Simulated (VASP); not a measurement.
# CuI (Marshite) (F-43m) in VASP: single point with PBEsol

Aim: the single point of CuI (Marshite) with PBEsol.

All numbers are computed with VASP 6.6.1; they aren't measurements. Logs are shortened: lines on timing, memory, paths and dates and some standing lists are left out, and cuts for length are marked.

## Step 1: The cell of the first run

The structure is cubic, space group F-43m (No. 216). Conventional cell: a = 6.063 Å, b = 6.063 Å, c = 6.063 Å, α = 90.00°, β = 90.00°, γ = 90.00°. Cu (site symmetry -43m) has 4 I at 2.63 Å within 3.5 Å. Within 3.5 Å of I (site symmetry -43m) lie 4 Cu at 2.63 Å.

## Step 2: Single point, PBEsol

INCAR

```
PREC = Accurate
ENCUT = 520
EDIFF = 1E-6
ISMEAR = 0
SIGMA = 0.01
LREAL = False
LASPH = True
NELM = 60
ALGO = Normal
ISIF = 2
LWAVE = False
LCHARG = False
GGA = PS
NBANDS = 16
```

KPOINTS

```
Automatic mesh
0
Gamma
  4 4 4
```

POSCAR

```
CuI
1.0
    0.0000000000      3.0315000000      3.0315000000
    3.0315000000      0.0000000000      3.0315000000
    3.0315000000      3.0315000000      0.0000000000
Cu I
1 1
Direct
    0.2500000000      0.2500000000      0.2500000000
    0.0000000000      0.0000000000      0.0000000000
```

Potentials or basis: VASP PAW PBE potentials, release 64 (Cu, I).

Started as:

```
cat potpaw_PBE.64/Cu/POTCAR potpaw_PBE.64/I/POTCAR > POTCAR
mpirun -np 1 vasp_std > vasp.out
```

OUTCAR:

```text
PREC = Accurate
   ENCUT = 520
   EDIFF = 1E-6
   ISMEAR = 0
   LREAL = False
   LASPH = True
   NELM = 60
   ISIF = 2
   GGA = PS

 ion  position               nearest neighbor table
   1  0.250  0.250  0.250-   2 2.63   2 2.63   2 2.63   2 2.63
   2  0.000  0.000  0.000-   1 2.63   1 2.63   1 2.63   1 2.63

  LATTYP: Found a face centered cubic cell.
 ALAT       =     6.0630000000

  Lattice vectors:

 A1 = (   0.0000000000,   3.0315000000,   3.0315000000)
 A2 = (   3.0315000000,   0.0000000000,   3.0315000000)
 A3 = (   3.0315000000,   3.0315000000,   0.0000000000)

Analysis of symmetry for initial positions (statically):
=====================================================================
 Subroutine PRICEL returns:
 Original cell was already a primitive cell.

 Routine SETGRP: Setting up the symmetry group for a
 face centered cubic supercell.

 Subroutine GETGRP returns: Found 24 space group operations
 (whereof 24 operations were pure point group operations)
 out of a pool of 48 trial point group operations.

The static configuration has the point symmetry T_d .

Analysis of symmetry for dynamics (positions and initial velocities):
=====================================================================
 Subroutine PRICEL returns:
 Original cell was already a primitive cell.

 Routine SETGRP: Setting up the symmetry group for a
 face centered cubic supercell.

 Subroutine GETGRP returns: Found 24 space group operations
 (whereof 24 operations were pure point group operations)
 out of a pool of 48 trial point group operations.

The dynamic configuration has the point symmetry T_d .

 Subroutine INISYM returns: Found 24 space group operations
 (whereof 24 operations are pure point group operations),
 and found     1 'primitive' translations

----------------------------------------------------------------------------------------

                                     Primitive cell

  volume of cell :      55.7189

  direct lattice vectors                    reciprocal lattice vectors
     0.000000000  3.031500000  3.031500000    -0.164934851  0.164934851  0.164934851
     3.031500000  0.000000000  3.031500000     0.164934851 -0.164934851  0.164934851
     3.031500000  3.031500000  0.000000000     0.164934851  0.164934851 -0.164934851

  length of vectors
     4.287188414  4.287188414  4.287188414     0.285675541  0.285675541  0.285675541

  position of ions in fractional coordinates (direct lattice)
     0.250000000  0.250000000  0.250000000
     0.000000000  0.000000000  0.000000000

  ion indices of the primitive-cell ions
   primitive index   ion index
                 1           1
                 2           2

----------------------------------------------------------------------------------------

 KPOINTS: Automatic mesh

Automatic generation of k-mesh.
 Grid dimensions read from file:
 generate k-points for:    4    4    4

 Generating k-lattice:

  Cartesian coordinates                     Fractional coordinates (reciprocal lattice)
    -0.041233713  0.041233713  0.041233713     0.250000000  0.000000000  0.000000000
     0.041233713 -0.041233713  0.041233713     0.000000000  0.250000000  0.000000000
     0.041233713  0.041233713 -0.041233713     0.000000000  0.000000000  0.250000000

  Length of vectors
     0.071418885  0.071418885  0.071418885

  Shift w.r.t. Gamma in fractional coordinates (k-lattice)
     0.000000000  0.000000000  0.000000000

 Subroutine IBZKPT returns following result:
 ===========================================

 Found      8 irreducible k-points:

 Following reciprocal coordinates:
            Coordinates               Weight
  0.000000  0.000000  0.000000      1.000000
  0.250000  0.000000  0.000000      8.000000
  0.500000  0.000000  0.000000      4.000000
  0.250000  0.250000  0.000000      6.000000
  0.500000  0.250000  0.000000     24.000000
 -0.250000  0.250000  0.000000     12.000000
  0.500000  0.500000  0.000000      3.000000
 -0.250000  0.500000  0.250000      6.000000
   k-points           NKPTS =      8   k-points in BZ     NKDIM =      8   number of bands    NBANDS=     16
   number of dos      NEDOS =    301   number of ions     NIONS =      2
   total plane-waves  NPLWV =  32768
   dimension x,y,z NGX =    32 NGY =   32 NGZ =   32
   dimension x,y,z NGXF=    64 NGYF=   64 NGZF=   64
   ions per type =               1   1
   NGX,Y,Z   is equivalent  to a cutoff of  12.41, 12.41, 12.41 a.u.
   NGXF,Y,Z  is equivalent  to a cutoff of  24.82, 24.82, 24.82 a.u.
 SYSTEM =  unknown system
   PREC   = accura    normal or accurate (medium, high low for compatibility)
   ISTART =      0    job   : 0-new  1-cont  2-samecut
   ICHARG =      2    charge: 1-file 2-atom 10-const
   ISPIN  =      1    spin polarized calculation?
   LNONCOLLINEAR =      F non collinear calculations
   LSORBIT =      F    spin-orbit coupling
   LASPH  =      T    aspherical Exc in radial PAW
   ENCUT  =  520.0 eV  38.22 Ry    6.18 a.u.   7.97  7.97  7.97*2*pi/ulx,y,z
   NELM   =     60;   NELMIN=  2; NELMDL= -5     # of ELM steps
   EDIFF  = 0.1E-05   stopping-criterion for ELM
   LREAL  =      F    real-space projection
   EDIFFG = 0.1E-04   stopping-criterion for IOM
   NSW    =      0    number of steps for IOM
   IBRION =     -1    ionic relax: 0-MD 1-quasi-New 2-CG
   NFREE  =      0    steps in history (QN), initial steepest desc. (CG)
   ISIF   =      2    stress and relaxation
   ISYM   =      2    0-nonsym 1-usesym 2-fastsym
   POTIM  = 0.5000    time-step for ionic-motion
   TEBEG  =    0.0;   TEEND  =   0.0 temperature during run
   PSTRESS=    0.0 pullay stress
   NELECT =      18.0000    total number of electrons
   NUPDOWN=      -1.0000    fix difference up-down
   EMIN   =  10.00;   EMAX   =-10.00  energy-range for DOS
   EFERMI =   0.00;   METHOD = LEGACY
   ISMEAR =     0;   SIGMA  =   0.01  broadening in eV -4-tet -1-fermi 0-gaus
   EFERMI_NEDOS =   21; number of points for ismear=-14 and -15
   IALGO  =     38    algorithm
   IMIX   =      4    mixing-type and parameters
     AMIX     =   0.40;   BMIX     =  1.00
     AMIX_MAG =   1.60;   BMIX_MAG =  1.00
  volume/ion in A,a.u.               =      27.86       188.00
  Fermi-wavevector in a.u.,A,eV,Ry     =   1.123306  2.122741 17.168055  1.261816
  Thomas-Fermi vector in A             =   2.259971
   LORBIT       =      0    0 simple, 1 ext, 2 COOP (PROOUT), +10 PAW based schemes
   GGA     = PS    functional components
   LHFCALC =     F    Hartree Fock is set to
   AEXX    =    0.0000 exact exchange contribution
   IVDW    =     0    specifies the selected vdW correction
   LEPSILON=     F    determine dielectric tensor
   LRPA    =     F    only Hartree local field effects (RPA)
 non-spin polarized calculation
 Gauss-broadening in eV      SIGMA  =   0.01
  energy-cutoff  :      520.00
  volume of cell :       55.72
 maximum number of plane-waves:      1524
   NGX = 15   NGY = 15   NGZ = 15

 number of electron      18.0000014 magnetization

 Free energy of the ion-electron system (eV)
  ---------------------------------------------------
  ext. energy  EPLUGINS =         0.00000000
  ---------------------------------------------------
  free energy    TOTEN  =        -6.25790851 eV

  energy without entropy =       -6.25790851  energy(sigma->0) =       -6.25790851

 E-fermi :   4.3548     XC(G=0):  -9.1314

 val. band max:        4.2959458650   @ k =   0.0000   0.0000   0.0000
 cond. band min:       5.3203703637   @ k =   0.0000   0.0000   0.0000
 fundamental gap:      1.0244244987
 Fermi energy:         4.3548103610

 k-point     1 :       0.0000    0.0000    0.0000
  band No.  band energies     occupation
      1      -9.7239      2.00000
      2       0.6510      2.00000
      3       0.6510      2.00000
      4       0.6510      2.00000
      5       2.4151      2.00000
      6       2.4151      2.00000
[... 8 lines left out ...]
     15      13.8663      0.00000
     16      13.8663      0.00000

 k-point     2 :       0.2500    0.0000    0.0000
  band No.  band energies     occupation
      1      -9.4636      2.00000
      2      -0.3590      2.00000
      3       0.6683      2.00000
      4       0.6683      2.00000
      5       2.4057      2.00000
      6       2.4057      2.00000
[... 8 lines left out ...]
     15      12.9667      0.00000
     16      13.0689      0.00000

 k-point     3 :       0.5000    0.0000    0.0000
  band No.  band energies     occupation
      1      -9.1666      2.00000
      2      -1.3150      2.00000
      3       0.6754      2.00000
      4       0.6754      2.00000
      5       2.4430      2.00000
      6       2.4430      2.00000
[... 8 lines left out ...]
     15      15.1411      0.00000
     16      15.1411      0.00000

 k-point     4 :       0.2500    0.2500    0.0000
  band No.  band energies     occupation
      1      -9.3764      2.00000
      2      -0.4106      2.00000
      3       0.5964      2.00000
      4       0.5964      2.00000
      5       2.3161      2.00000
      6       2.4586      2.00000
[... 8 lines left out ...]
     15      14.4786      0.00000
     16      15.8156      0.00000

 k-point     5 :       0.5000    0.2500    0.0000
  band No.  band energies     occupation
      1      -9.0767      2.00000
      2      -1.0110      2.00000
      3       0.1641      2.00000
      4       0.6127      2.00000
      5       2.3420      2.00000
      6       2.4578      2.00000
[... 8 lines left out ...]
     15      15.2923      0.00000
     16      16.0586      0.00000

 k-point     6 :      -0.2500    0.2500    0.0000
  band No.  band energies     occupation
      1      -9.1770      2.00000
      2      -0.7777      2.00000
      3       0.0716      2.00000
      4       0.6916      2.00000
      5       2.3746      2.00000
      6       2.4145      2.00000
[... 8 lines left out ...]
     15      14.4222      0.00000
     16      16.2367      0.00000

 k-point     7 :       0.5000    0.5000    0.0000
  band No.  band energies     occupation
      1      -8.9779      2.00000
      2      -1.2939      2.00000
      3       0.5454      2.00000
      4       0.5454      2.00000
      5       2.3851      2.00000
      6       2.4700      2.00000
[... 8 lines left out ...]
     15      15.5893      0.00000
     16      16.2875      0.00000

 k-point     8 :      -0.2500    0.5000    0.2500
  band No.  band energies     occupation
      1      -8.9740      2.00000
      2      -0.8237      2.00000
      3      -0.2444      2.00000
      4       0.4500      2.00000
      5       2.3533      2.00000
      6       2.3613      2.00000
[... 8 lines left out ...]
     15      15.8391      0.00000
     16      16.1940      0.00000

------------------------ aborting loop because EDIFF is reached ----------------------------------------

  FORCE on cell =-STRESS in cart. coord.  units (eV):
  Direction    XX          YY          ZZ          XY          YZ          ZX
  --------------------------------------------------------------------------------------
  -------------------------------------------------------------------------------------
  Total       -0.6715836     -0.6715836     -0.6715836      0.0000000      0.0000000     -0.0000000
  in kB      -19.3111405    -19.3111405    -19.3111405      0.0000000      0.0000000     -0.0000000
  external PRESSURE =     -19.3111405 kB  Pullay stress =       0.0000000 kB

 VOLUME and BASIS-vectors are now :
 -----------------------------------------------------------------------------
  energy-cutoff  :      520.00
  volume of cell :       55.72
      direct lattice vectors                 reciprocal lattice vectors
     0.000000000  3.031500000  3.031500000    -0.164934851  0.164934851  0.164934851
     3.031500000  0.000000000  3.031500000     0.164934851 -0.164934851  0.164934851
     3.031500000  3.031500000  0.000000000     0.164934851  0.164934851 -0.164934851

 POSITION                                       TOTAL-FORCE (eV/Angst)
 -----------------------------------------------------------------------------------
      1.51575      1.51575      1.51575        -0.000000     -0.000000     -0.000000
      0.00000      0.00000      0.00000         0.000000      0.000000      0.000000
 -----------------------------------------------------------------------------------
    total drift:                                0.000000      0.000000     -0.000000

  FREE ENERGIE OF THE ION-ELECTRON SYSTEM (eV)
  ---------------------------------------------------
  free  energy   TOTEN  =        -6.2579085075 eV

  energy  without entropy=       -6.2579085075  energy(sigma->0) =       -6.25790851
```

It took 5.2 s on 1 thread of Intel Xeon 6975P-C, shared host; peak memory 0.17 GiB.

Results:

```
Free energy            : -6.2579 eV
Pressure               : -1.9 GPa
Band gap on the k mesh : 1.02 eV, direct
```

Caveat: the k points lie up to 0.45 Å⁻¹ apart; the PAW data sets were made with another functional, which shifts forces and pressure a little; spin-orbit coupling is left out, which moves the levels of the heavy elements.
